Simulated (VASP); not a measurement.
The system is CdAu2S2.

```
Cd S Au
1.0
     5.52425    0.00000    0.00000
     0.00000    5.52425    0.00000
     0.00000    0.00000    4.33852
Cd S Au
1 2 2
Direct
  0.00000 0.00000 0.50000
  0.00000 0.50000 0.50000
  0.50000 0.00000 0.50000
  0.00000 0.50000 0.00000
  0.50000 0.00000 0.00000
```

```yaml
Program: VASP 6.6.1
Task: relaxation of cell and atoms
Functional: PBE
Potentials_or_basis: VASP PAW PBE potentials, release 64 (Cd, S, Au)
Cutoff: 600 eV
k_mesh: 4 × 4 × 4
Occupations: gaussian, width 0.1 eV
Spin: no spin polarisation
```

At the start: pressure 6.5 GPa; volume 26.48 Å³/atom.

How do energy, volume and symmetry change on relaxing?

Over 8 steps the energy falls by 118.0 meV/atom and the volume is 26.18 Å³/atom (-1.1 %); space group P4/mmm (No. 123, to 0.05 Å).

Step by step:
```
step  energy change (eV)  largest force (eV/Å)  pressure (GPa)  volume (Å³)
   1              0.0000                0.0000            6.48       132.40
   2              0.1385                0.0000           -6.51       152.65
   3             -0.5136                0.0000           -1.89       140.93
   4             -0.5153                0.0000           -1.61       140.53
   5             -0.5154                0.0000           -1.49       140.36
   6             -0.5659                0.0000           -0.92       136.13
   7             -0.5891                0.0000           -0.17       131.83
   8             -0.5899                0.0000            0.02       130.88
```

Final structure:
```cif
data_structure
_symmetry_space_group_name_H-M 'P 1'
_symmetry_Int_Tables_number 1
_cell_length_a 5.3071
_cell_length_b 5.3071
_cell_length_c 4.6469
_cell_angle_alpha 90.000
_cell_angle_beta 90.000
_cell_angle_gamma 90.000
_cell_volume 130.88
loop_
_atom_site_label
_atom_site_type_symbol
_atom_site_fract_x
_atom_site_fract_y
_atom_site_fract_z
_atom_site_occupancy
Cd1 Cd 0.00000 0.00000 0.50000 1
S1 S 0.00000 0.50000 0.50000 1
S2 S 0.50000 0.00000 0.50000 1
Au1 Au 0.00000 0.50000 0.00000 1
Au2 Au 0.50000 0.00000 0.00000 1
```

Caveat: the k points lie up to 0.34 Å⁻¹ apart in the final cell.
